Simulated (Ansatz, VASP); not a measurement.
## LiH in VASP and in Ansatz

Contents of INCAR:

```
ALGO = Normal
EDIFF = 1E-6
ENCUT = 520
GGA = RP
ISIF = 2
ISMEAR = 0
LASPH = True
LCHARG = True
LELF = True
LREAL = False
LVHAR = True
LWAVE = False
NBANDS = 9
NELM = 80
PREC = Accurate
SIGMA = 0.05
```

Contents of KPOINTS:

```
k-points
0
Gamma
  11 11 11
```

The input POSCAR:

```
LiH
1.0
    0.0000000000      2.0367500000      2.0367500000
    2.0367500000      0.0000000000      2.0367500000
    2.0367500000      2.0367500000      0.0000000000
Li H
1 1
Direct
    0.0000000000      0.0000000000      0.0000000000
    0.5000000000      0.5000000000      0.5000000000
```

File input.yaml:

```yaml
crystal:
  lattice:
    - [0.0, 2.03675, 2.03675]
    - [2.03675, 0.0, 2.03675]
    - [2.03675, 2.03675, 0.0]
  atoms:
    - { symbol: Li, position: [0.0, 0.0, 0.0] }
    - { symbol: H, position: [0.5, 0.5, 0.5] }
kpoints:
  mp_grid: { grid: [11, 11, 11] }
scf:
  occupations: { method: gaussian, width: 0.05 }
hamiltonian:
  xc: rpbe
  pseudopotentials: { kind: all_electron, lapw: { basis_error: 0.001 } }
output:
  forces: true
  stress: true
  eigenvalues: true
```

Alike in both runs: task single point; functional RPBE; k mesh 11 × 11 × 11; occupations gaussian, width 0.05 eV; no spin polarisation.

|  | VASP | Ansatz |
| --- | --- | --- |
| version | VASP 6.6.1 | Ansatz 0.2.0 |
| potentials or method | VASP PAW PBE potentials, release 64 (Li_sv, H), cutoff 520 eV | all-electron LAPW, scalar-relativistic |

VASP gave:

| Property | Result |
| --- | --- |
| gap on the k mesh at the Fermi level (eV) | 3.36 |
| least direct gap on the mesh (eV) | 3.36 |

Task: Which values does Ansatz return?

Result: gap on the k mesh at the Fermi level (eV): 3.37; least direct gap on the mesh (eV): 3.37.

VASP's potentials were made for PBE, not for RPBE. Ansatz ran all-electron here, and VASP with PAW potentials.

Noted on VASP's run: the cutoff is short for stress, so the pressure is rough.
